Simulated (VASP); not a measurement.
# KMgI3 (Pm-3m) in VASP: notebook

Runs on KMgI3. Level: r2SCAN+rVV10. Tasks: single point, relaxation of cell and atoms.

All numbers are computed with VASP 6.6.1; they aren't measurements. Logs are shortened: lines on timing, memory, paths and dates and some standing lists are left out, and cuts for length are marked.

## 1. The cell of the first run

The structure is cubic, space group Pm-3m (No. 221). The conventional cell has a = 5.765 Å, b = 5.765 Å, c = 5.765 Å, α = 90.00°, β = 90.00°, γ = 90.00°. Within 5.3 Å of K (site symmetry m-3m) lie 12 I at 4.08 Å and 8 Mg at 4.99 Å. Within 3.8 Å of Mg (site symmetry m-3m) lie 6 I at 2.88 Å. Within 3.8 Å of I (site symmetry 4/mmm) lie 2 Mg at 2.88 Å.

## 2. Single point, r2SCAN+rVV10

POSCAR reads:

```
KMgI3
1.0
    5.7651427280      0.0000000000      0.0000000000
    0.0000000000      5.7651427280      0.0000000000
    0.0000000000      0.0000000000      5.7651427280
K Mg I
1 1 3
Direct
    0.0000000000      0.0000000000      0.0000000000
    0.5000000000      0.5000000000      0.5000000000
    0.5000000000      0.5000000000      0.0000000000
    0.5000000000      0.0000000000      0.5000000000
    0.0000000000      0.5000000000      0.5000000000
```

INCAR.step1 reads:

```
ALGO = Normal
EDIFF = 1E-4
ENCUT = 520
GGA = PE
ISMEAR = -1
LASPH = T
LCHARG = F
LREAL = F
LWAVE = T
NBANDS = 24
NELM = 60
PREC = Accurate
SIGMA = 0.03
```

INCAR.step2 reads:

```
ALGO = Normal
BPARAM = 11.95
CPARAM = 0.0093
EDIFF = 1E-7
ENCUT = 520
ISIF = 2
ISMEAR = -1
ISTART = 1
IVDW_NL = 2
LASPH = T
LCHARG = F
LMIXTAU = T
LREAL = F
LUSE_VDW = T
LWAVE = F
METAGGA = R2SCAN
NBANDS = 24
NELM = 60
PREC = Accurate
SIGMA = 0.03
```

KPOINTS reads:

```
k-points
0
Gamma
  4 4 4
```

Potentials or basis: VASP PAW PBE potentials, release 64 (K_sv, Mg, I).

Command:

```sh
$ cat potpaw_PBE.64/K_sv/POTCAR potpaw_PBE.64/Mg/POTCAR potpaw_PBE.64/I/POTCAR > POTCAR
$ cp INCAR.step1 INCAR
$ mpirun -np 1 vasp_std > vasp.out
$ cp INCAR.step2 INCAR
$ mpirun -np 1 vasp_std > vasp.out
```

OUTCAR:

```text
BPARAM = 11.95
   EDIFF = 1E-7
   ENCUT = 520
   ISIF = 2
   ISMEAR = -1
   ISTART = 1
   IVDW_NL = 2
   LASPH = T
   LREAL = F
   METAGGA = R2SCAN
   NELM = 60
   PREC = Accurate

 ion  position               nearest neighbor table
   1  0.000  0.000  0.000-
   2  0.500  0.500  0.500-   3 2.88   4 2.88   5 2.88   3 2.88   4 2.88   5 2.88
   3  0.500  0.500  0.000-   2 2.88   2 2.88
   4  0.500  0.000  0.500-   2 2.88   2 2.88
   5  0.000  0.500  0.500-   2 2.88   2 2.88

  LATTYP: Found a simple cubic cell.
 ALAT       =     5.7651427280

  Lattice vectors:

 A1 = (   5.7651427280,   0.0000000000,   0.0000000000)
 A2 = (   0.0000000000,   5.7651427280,   0.0000000000)
 A3 = (   0.0000000000,   0.0000000000,   5.7651427280)

Analysis of symmetry for initial positions (statically):
=====================================================================
 Subroutine PRICEL returns:
 Original cell was already a primitive cell.

 Routine SETGRP: Setting up the symmetry group for a
 simple cubic supercell.

 Subroutine GETGRP returns: Found 48 space group operations
 (whereof 48 operations were pure point group operations)
 out of a pool of 48 trial point group operations.

The static configuration has the point symmetry O_h .

Analysis of symmetry for dynamics (positions and initial velocities):
=====================================================================
 Subroutine PRICEL returns:
 Original cell was already a primitive cell.

 Routine SETGRP: Setting up the symmetry group for a
 simple cubic supercell.

 Subroutine GETGRP returns: Found 48 space group operations
 (whereof 48 operations were pure point group operations)
 out of a pool of 48 trial point group operations.

The dynamic configuration has the point symmetry O_h .

 Subroutine INISYM returns: Found 48 space group operations
 (whereof 48 operations are pure point group operations),
 and found     1 'primitive' translations

----------------------------------------------------------------------------------------

                                     Primitive cell

  volume of cell :     191.6153

  direct lattice vectors                    reciprocal lattice vectors
     5.765142728  0.000000000  0.000000000     0.173456243  0.000000000  0.000000000
     0.000000000  5.765142728  0.000000000     0.000000000  0.173456243  0.000000000
     0.000000000  0.000000000  5.765142728     0.000000000  0.000000000  0.173456243

  length of vectors
     5.765142728  5.765142728  5.765142728     0.173456243  0.173456243  0.173456243

  position of ions in fractional coordinates (direct lattice)
     0.000000000  0.000000000  0.000000000
     0.500000000  0.500000000  0.500000000
     0.500000000  0.500000000  0.000000000
     0.500000000  0.000000000  0.500000000
     0.000000000  0.500000000  0.500000000

  ion indices of the primitive-cell ions
   primitive index   ion index
                 1           1
                 2           2
                 3           3
                 4           4
                 5           5

----------------------------------------------------------------------------------------

 KPOINTS: k-points

Automatic generation of k-mesh.
 Grid dimensions read from file:
 generate k-points for:    4    4    4

 Generating k-lattice:

  Cartesian coordinates                     Fractional coordinates (reciprocal lattice)
     0.043364061  0.000000000  0.000000000     0.250000000  0.000000000  0.000000000
     0.000000000  0.043364061  0.000000000     0.000000000  0.250000000  0.000000000
     0.000000000  0.000000000  0.043364061     0.000000000  0.000000000  0.250000000

  Length of vectors
     0.043364061  0.043364061  0.043364061

  Shift w.r.t. Gamma in fractional coordinates (k-lattice)
     0.000000000  0.000000000  0.000000000

 Subroutine IBZKPT returns following result:
 ===========================================

 Found     10 irreducible k-points:

 Following reciprocal coordinates:
            Coordinates               Weight
  0.000000  0.000000  0.000000      1.000000
  0.250000  0.000000  0.000000      6.000000
  0.500000  0.000000  0.000000      3.000000
  0.250000  0.250000  0.000000     12.000000
  0.500000  0.250000  0.000000     12.000000
  0.500000  0.500000  0.000000      3.000000
  0.250000  0.250000  0.250000      8.000000
  0.500000  0.250000  0.250000     12.000000
  0.500000  0.500000  0.250000      6.000000
  0.500000  0.500000  0.500000      1.000000
   k-points           NKPTS =     10   k-points in BZ     NKDIM =     10   number of bands    NBANDS=     24
   number of dos      NEDOS =    301   number of ions     NIONS =      5
   total plane-waves  NPLWV = 110592
   dimension x,y,z NGX =    48 NGY =   48 NGZ =   48
   dimension x,y,z NGXF=    96 NGYF=   96 NGZF=   96
   ions per type =               1   1   3
   NGX,Y,Z   is equivalent  to a cutoff of  13.84, 13.84, 13.84 a.u.
   NGXF,Y,Z  is equivalent  to a cutoff of  27.68, 27.68, 27.68 a.u.
 SYSTEM =  unknown system
   PREC   = accura    normal or accurate (medium, high low for compatibility)
   ISTART =      1    job   : 0-new  1-cont  2-samecut
   ICHARG =      0    charge: 1-file 2-atom 10-const
   ISPIN  =      1    spin polarized calculation?
   LNONCOLLINEAR =      F non collinear calculations
   LSORBIT =      F    spin-orbit coupling
   LASPH  =      T    aspherical Exc in radial PAW
   ENCUT  =  520.0 eV  38.22 Ry    6.18 a.u.  10.72 10.72 10.72*2*pi/ulx,y,z
   NELM   =     60;   NELMIN=  2; NELMDL=  0     # of ELM steps
   EDIFF  = 0.1E-06   stopping-criterion for ELM
   LREAL  =      F    real-space projection
   EDIFFG = 0.1E-05   stopping-criterion for IOM
   NSW    =      0    number of steps for IOM
   IBRION =     -1    ionic relax: 0-MD 1-quasi-New 2-CG
   NFREE  =      0    steps in history (QN), initial steepest desc. (CG)
   ISIF   =      2    stress and relaxation
   ISYM   =      2    0-nonsym 1-usesym 2-fastsym
   POTIM  = 0.5000    time-step for ionic-motion
   TEBEG  =    0.0;   TEEND  =   0.0 temperature during run
   PSTRESS=    0.0 pullay stress
   NELECT =      32.0000    total number of electrons
   NUPDOWN=      -1.0000    fix difference up-down
   EMIN   =  10.00;   EMAX   =-10.00  energy-range for DOS
   EFERMI =   0.00;   METHOD = LEGACY
   ISMEAR =    -1;   SIGMA  =   0.03  broadening in eV -4-tet -1-fermi 0-gaus
   EFERMI_NEDOS =   21; number of points for ismear=-14 and -15
   IALGO  =     38    algorithm
   IMIX   =      4    mixing-type and parameters
     AMIX     =   0.40;   BMIX     =  1.00
     AMIX_MAG =   1.60;   BMIX_MAG =  1.00
  volume/ion in A,a.u.               =      38.32       258.62
  Fermi-wavevector in a.u.,A,eV,Ry     =   0.901533  1.703650 11.058285  0.812761
  Thomas-Fermi vector in A             =   2.024625
   LORBIT       =      0    0 simple, 1 ext, 2 COOP (PROOUT), +10 PAW based schemes
   METAGGA = R2SCAN    functional components
   LHFCALC =     F    Hartree Fock is set to
   AEXX    =    0.0000 exact exchange contribution
   IVDW_NL    =     2    kernel type
   BPARAM     =11.9500
   IVDW    =     0    specifies the selected vdW correction
   LEPSILON=     F    determine dielectric tensor
   LRPA    =     F    only Hartree local field effects (RPA)
 non-spin polarized calculation
  energy-cutoff  :      520.00
  volume of cell :      191.62
 maximum number of plane-waves:      5232
 NGX is ok and might be reduce to    48
   NGX = 21   NGY = 21   NGZ = 21

 number of electron      32.0000004 magnetization

 Free energy of the ion-electron system (eV)
  ---------------------------------------------------
  ext. energy  EPLUGINS =         0.00000000
  ---------------------------------------------------
  free energy    TOTEN  =       -89.29781486 eV

  energy without entropy =      -89.29781486  energy(sigma->0) =      -89.29781486

 E-fermi :   2.0755     XC(G=0):  -8.1317

 val. band max:        1.3606073018   @ k =   0.5000   0.5000   0.5000
 cond. band min:       3.1973492172   @ k =   0.0000   0.0000   0.0000
 fundamental gap:      1.8367419154
 Fermi energy:         2.0754510802

 k-point     1 :       0.0000    0.0000    0.0000
  band No.  band energies     occupation
      1     -29.5919      2.00000
      2     -12.2838      2.00000
      3     -12.2838      2.00000
      4     -12.2838      2.00000
      5     -11.0886      2.00000
      6     -10.1501      2.00000
[... 16 lines left out ...]
     23       6.8967      0.00000
     24       9.7762      0.00000

 k-point     2 :       0.2500    0.0000    0.0000
  band No.  band energies     occupation
      1     -29.5919      2.00000
      2     -12.2931      2.00000
      3     -12.2834      2.00000
      4     -12.2834      2.00000
      5     -10.9738      2.00000
      6     -10.2755      2.00000
[... 16 lines left out ...]
     23       7.6293      0.00000
     24       9.0634      0.00000

 k-point     3 :       0.5000    0.0000    0.0000
  band No.  band energies     occupation
      1     -29.5918      2.00000
      2     -12.3020      2.00000
      3     -12.2830      2.00000
      4     -12.2830      2.00000
      5     -10.7870      2.00000
      6     -10.4732      2.00000
[... 16 lines left out ...]
     23       8.6683      0.00000
     24       8.8288      0.00000
[... 136 lines left out ...]
 k-point     9 :       0.5000    0.5000    0.2500
  band No.  band energies     occupation
      1     -29.5918      2.00000
      2     -12.2903      2.00000
      3     -12.2903      2.00000
      4     -12.2847      2.00000
      5     -10.4717      2.00000
      6     -10.4473      2.00000
[... 16 lines left out ...]
     23       8.3587      0.00000
     24       9.0433      0.00000

 k-point    10 :       0.5000    0.5000    0.5000
  band No.  band energies     occupation
      1     -29.5917      2.00000
      2     -12.2871      2.00000
      3     -12.2871      2.00000
      4     -12.2871      2.00000
      5     -10.4467      2.00000
      6     -10.4467      2.00000
[... 16 lines left out ...]
     23       8.5368      0.00000
     24       9.5177      0.00000

------------------------ aborting loop because EDIFF is reached ----------------------------------------

  FORCE on cell =-STRESS in cart. coord.  units (eV):
  Direction    XX          YY          ZZ          XY          YZ          ZX
  --------------------------------------------------------------------------------------
  -------------------------------------------------------------------------------------
  Total        0.0018221      0.0018221      0.0018221     -0.0000000     -0.0000000     -0.0000000
  in kB        0.0152350      0.0152350      0.0152350     -0.0000000     -0.0000000     -0.0000000
  external PRESSURE =       0.0152350 kB  Pullay stress =       0.0000000 kB

 VOLUME and BASIS-vectors are now :
 -----------------------------------------------------------------------------
  energy-cutoff  :      520.00
  volume of cell :      191.62
      direct lattice vectors                 reciprocal lattice vectors
     5.765142728  0.000000000  0.000000000     0.173456243  0.000000000  0.000000000
     0.000000000  5.765142728  0.000000000     0.000000000  0.173456243  0.000000000
     0.000000000  0.000000000  5.765142728     0.000000000  0.000000000  0.173456243

 POSITION                                       TOTAL-FORCE (eV/Angst)
 -----------------------------------------------------------------------------------
      0.00000      0.00000      0.00000         0.000000      0.000000      0.000000
      2.88257      2.88257      2.88257         0.000000      0.000000      0.000000
      2.88257      2.88257      0.00000         0.000000      0.000000      0.000000
      2.88257      0.00000      2.88257         0.000000      0.000000      0.000000
      0.00000      2.88257      2.88257         0.000000      0.000000      0.000000
 -----------------------------------------------------------------------------------
    total drift:                               -0.000000      0.000000     -0.000000

  FREE ENERGIE OF THE ION-ELECTRON SYSTEM (eV)
  ---------------------------------------------------
  free  energy   TOTEN  =       -89.2978148553 eV

  energy  without entropy=      -89.2978148553  energy(sigma->0) =      -89.29781486
```

Wall time 5.5 min (1 thread of Intel Xeon 6975P-C, shared host); peak memory 0.77 GiB.

What came out:

```
Free energy            : -89.2978 eV
Pressure               : 0.0 GPa
Band gap on the k mesh : 1.84 eV, indirect (least direct gap 2.38 eV)
```

Levels at points of the mesh, in eV from the valence-band top:
```
           k point  band 12  band 13  band 14  band 15  band 16  band 17  band 18  band 19  band 20  band 21
(0.00, 0.00, 0.00)    -0.92    -0.92    -0.55    -0.55    -0.55     1.84     3.93     5.36     5.36     5.54
(0.50, 0.00, 0.00)    -1.40    -1.40    -1.18    -0.71    -0.71     4.03     5.31     5.57     6.23     6.90
(0.50, 0.50, 0.00)    -1.46    -1.41    -1.41    -1.11    -0.02     5.72     5.72     5.75     5.96     6.49
(0.50, 0.50, 0.50)    -1.09    -1.09     0.00     0.00     0.00     4.20     5.01     5.01     5.01     7.18
```

Caveat: the PAW data sets were made with another functional, which shifts forces and pressure a little; spin-orbit coupling is left out, which moves the levels of the heavy elements. A k mesh can miss the band edges.

## 3. Relaxation of cell and atoms, r2SCAN+rVV10

This run uses another cell than the first one, of 38.05 Å³/atom, 0.993 times its volume.

POSCAR: that of step 2 with these lines changed.

```diff
@@ -2,5 +2,5 @@
 1.0
-    5.7651427280      0.0000000000      0.0000000000
-    0.0000000000      5.7651427280      0.0000000000
-    0.0000000000      0.0000000000      5.7651427280
+    5.7512317805      0.0000000000      0.0000000000
+    0.0000000000      5.7512317805      0.0000000000
+    0.0000000000      0.0000000000      5.7512317805
 K Mg I
```

INCAR.step1 reads:

```
SYSTEM = KMgI3
ALGO     = Normal         ! electronic algorithm
EDIFF    = 1E-4           ! SCF threshold, eV
ENCUT    = 600            ! plane-wave cutoff, eV
GGA      = PE             ! functional
ISMEAR   = -1             ! smearing method
LASPH    = .True.         ! aspherical terms in the spheres
LCHARG   = .False.        ! write CHGCAR
LREAL    = .False.        ! projectors in reciprocal space
LWAVE    = .True.         ! write WAVECAR
NELM     = 60             ! most SCF steps
PREC     = Accurate       ! precision mode
SIGMA    = 0.03           ! smearing width, eV
```

INCAR.step2 reads:

```
SYSTEM = KMgI3
ALGO     = Normal         ! electronic algorithm
BPARAM   = 11.95        
CPARAM   = 0.0093       
EDIFF    = 1E-6           ! SCF threshold, eV
EDIFFG   = -0.01          ! ionic threshold
ENCUT    = 600            ! plane-wave cutoff, eV
IBRION   = 2              ! ionic algorithm
ISIF     = 3              ! what is computed and relaxed
ISMEAR   = -1             ! smearing method
ISTART   = 1            
IVDW_NL  = 2            
LASPH    = .True.         ! aspherical terms in the spheres
LCHARG   = .False.        ! write CHGCAR
LMIXTAU  = .True.       
LREAL    = .False.        ! projectors in reciprocal space
LUSE_VDW = .True.       
LWAVE    = .False.        ! write WAVECAR
METAGGA  = R2SCAN         ! meta-GGA
NELM     = 60             ! most SCF steps
NSW      = 100            ! ionic steps
PREC     = Accurate       ! precision mode
SIGMA    = 0.03           ! smearing width, eV
```

KPOINTS reads:

```
k-points
0
Gamma
  4 4 4
  0 0 0
```

Potentials or basis: VASP PAW PBE potentials, release 64 (K_sv, Mg, I).

Command:

```sh
$ cat potpaw_PBE.64/K_sv/POTCAR potpaw_PBE.64/Mg/POTCAR potpaw_PBE.64/I/POTCAR > POTCAR
$ cp INCAR.step1 INCAR
$ mpirun -np 1 vasp_std > vasp.out
$ cp INCAR.step2 INCAR
$ mpirun -np 1 vasp_std > vasp.out
```

Wall time 7.5 min (1 thread of Intel Xeon 6975P-C, shared host); peak memory 0.79 GiB.

It converged, with:

- Free energy: -89.3014 eV
- Relaxed volume: 38.28 Å³/atom
- Relaxed cell: a = 5.763 Å, b = 5.763 Å, c = 5.763 Å, α = 90.00°, β = 90.00°, γ = 90.00°
- Space group after relaxing (to 0.05 Å): Pm-3m (No. 221)
- Energy gained by relaxing: 0.2 meV/atom
- Ionic steps: 2
- Pressure after relaxing: 0.0 GPa
- Band gap on the k mesh: 1.84 eV, indirect (least direct gap 2.39 eV)

The path:
```tsv
step	energy change (eV)	largest force (eV/Å)	pressure (GPa)	volume (Å³)
1	0.0000	0.0000	0.18	190.23
2	-0.0008	0.0000	0.04	191.40
```

Final structure:
```
K Mg I
1.0
     5.76297    0.00000    0.00000
     0.00000    5.76297    0.00000
     0.00000    0.00000    5.76297
K Mg I
1 1 3
Cartesian
  0.0000 0.0000 0.0000
  2.8815 2.8815 2.8815
  2.8815 2.8815 0.0000
  2.8815 0.0000 2.8815
  0.0000 2.8815 2.8815
```

Levels at points of the mesh, in eV from the valence-band top:
```csv
k point,band 12,band 13,band 14,band 15,band 16,band 17,band 18,band 19,band 20
"(0.00, 0.00, 0.00)",-0.92,-0.92,-0.55,-0.55,-0.55,1.84,3.94,5.36,5.36
"(0.50, 0.00, 0.00)",-1.40,-1.40,-1.19,-0.71,-0.71,4.04,5.31,5.57,6.23
"(0.50, 0.50, 0.00)",-1.47,-1.41,-1.41,-1.11,-0.02,5.72,5.72,5.76,5.96
"(0.50, 0.50, 0.50)",-1.09,-1.09,0.00,0.00,0.00,4.20,5.01,5.01,5.01
```

Caveat: the PAW data sets were made with another functional, which shifts forces and pressure a little; spin-orbit coupling is left out, which moves the levels of the heavy elements. r2SCAN opens gaps a little over a GGA but as a rule still falls short of measured ones.
